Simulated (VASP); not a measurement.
Wanted: the native input for a VASP 6.6.1 run.

| Quantity | Value |
| --- | --- |
| Task | single point |
| Functional | r2SCAN |
| Potentials or basis | VASP PAW PBE potentials, release 64 (Y_sv, S) |
| Cutoff | 520 eV |
| k mesh | 6 × 6 × 6 |
| Occupations | fermi-dirac, width 0.05 eV |
| Spin | no spin polarisation |
| Dipole correction | no |
| Further INCAR settings | ALGO = Normal; EDIFF = 1e-07; NBANDS = 16 |

YS:

```
Y S
1.0
     0.00000    2.76178    2.76178
     2.76178    0.00000    2.76178
     2.76178    2.76178    0.00000
Y S
1 1
Direct
  0.00000 0.00000 0.00000
  0.50000 0.50000 0.50000
```

One way to write it, as run:

POSCAR

```
YS
1.0
    0.0000000000      2.7617779230      2.7617779230
    2.7617779230      0.0000000000      2.7617779230
    2.7617779230      2.7617779230      0.0000000000
Y S
1 1
Direct
    0.0000000000      0.0000000000      0.0000000000
    0.5000000000      0.5000000000      0.5000000000
```

INCAR.step1

```
SYSTEM = YS
  ALGO = Normal
  EDIFF = 1E-4
  ENCUT = 520
  GGA = PE
  ISMEAR = -1
  LASPH = .TRUE.
  LCHARG = .FALSE.
  LREAL = .FALSE.
  LWAVE = .TRUE.
  NBANDS = 16
  NELM = 100
  PREC = Accurate
  SIGMA = 0.05
```

INCAR.step2

```
SYSTEM = YS
  ALGO = Normal
  EDIFF = 1E-7
  ENCUT = 520
  ISIF = 2
  ISMEAR = -1
  ISTART = 1
  LASPH = .TRUE.
  LCHARG = .TRUE.
  LELF = .TRUE.
  LMIXTAU = .TRUE.
  LREAL = .FALSE.
  LVHAR = .TRUE.
  LWAVE = .FALSE.
  METAGGA = R2SCAN
  NBANDS = 16
  NELM = 100
  PREC = Accurate
  SIGMA = 0.05
```

KPOINTS

```
k-points
0
G
  6 6 6
  0 0 0
```

Potentials or basis: VASP PAW PBE potentials, release 64 (Y_sv, S).

The run is started by

```sh
$ cat potpaw_PBE.64/Y_sv/POTCAR potpaw_PBE.64/S/POTCAR > POTCAR
$ cp INCAR.step1 INCAR
$ mpirun -np 1 vasp_std > vasp.out
$ cp INCAR.step2 INCAR
$ mpirun -np 1 vasp_std > vasp.out
```

It gave:

The pressure is 0.0 GPa.

Caveat: the PAW data sets were made with another functional, which shifts forces and pressure a little.

It took 33 s on 1 thread of Intel(R) Xeon(R) 6975P-C (Granite Rapids), with other jobs on the host, peak memory 0.18 GiB.
